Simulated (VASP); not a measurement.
Crystal: ZnAs2C.

```
Zn As C
1.0
     3.49379    0.00000    0.00000
     0.00000    3.49379    0.00000
     0.00000    0.00000    9.88193
Zn As C
2 4 2
Direct
  0.50000 0.00000 0.87500
  0.00000 0.50000 0.12500
  0.50000 0.50000 0.00000
  0.00000 0.00000 0.25000
  0.50000 0.50000 0.50000
  0.00000 0.00000 0.75000
  0.50000 0.00000 0.37500
  0.00000 0.50000 0.62500
```

```yaml
Program: VASP 6.6.1
Task: relaxation of cell and atoms
Functional: PBEsol
Potentials_or_basis: VASP PAW PBE potentials, release 64 (Zn, As, C)
Cutoff: 600 eV
k_mesh: 6 × 6 × 2
Occupations: fermi-dirac, width 0.03 eV
Spin: no spin polarisation
```

At the start: pressure 20.1 GPa; volume 15.08 Å³/atom.

Question: Where does the relaxation end?

Answer: Over 18 steps the energy falls by 399.3 meV/atom and the volume is 16.86 Å³/atom (+11.8 %); space group P-4m2 (No. 115, to 0.1 Å) before and after.

Step by step:
```
step  energy change (eV)  largest force (eV/Å)  pressure (GPa)  volume (Å³)
   1              0.0000                4.7095           20.05       120.62
   2             -1.6317                0.9065           -9.01       156.65
   3             -1.9431                1.5700           -3.58       144.26
   4             -2.3842                1.0291           -2.03       140.21
   5             -2.7300                1.9246            6.06       128.50
   6             -2.8164                1.4923            2.59       132.44
   7             -3.1157                0.6305            0.39       134.42
   8             -3.1802                0.1361           -0.88       135.85
   9             -3.1802                0.1239           -0.82       135.78
  10             -3.1896                0.1082            0.33       134.20
  11             -3.1896                0.1029            0.25       134.29
  12             -3.1926                0.0378            0.10       134.64
  13             -3.1931                0.0701            0.00       134.86
  14             -3.1937                0.0320           -0.06       134.93
  15             -3.1938                0.0360           -0.09       134.97
  16             -3.1939                0.0138            0.06       134.76
  17             -3.1939                0.0139            0.07       134.76
  18             -3.1940                0.0081            0.00       134.85
```

Final structure:
```
Zn As C
1.0
     3.54242    0.00000    0.00000
     0.00000    3.54242    0.00000
     0.00000    0.00000   10.74606
Zn As C
2 4 2
Cartesian
  1.7712 0.0000 9.1674
  0.0000 1.7712 1.5787
  1.7712 1.7712 10.7461
  0.0000 0.0000 3.2432
  1.7712 1.7712 5.3730
  3.5424 0.0000 7.5029
  1.7712 0.0000 4.3449
  3.5424 1.7712 6.4012
```

Caveat: the PAW data sets were made with another functional, which shifts forces and pressure a little.
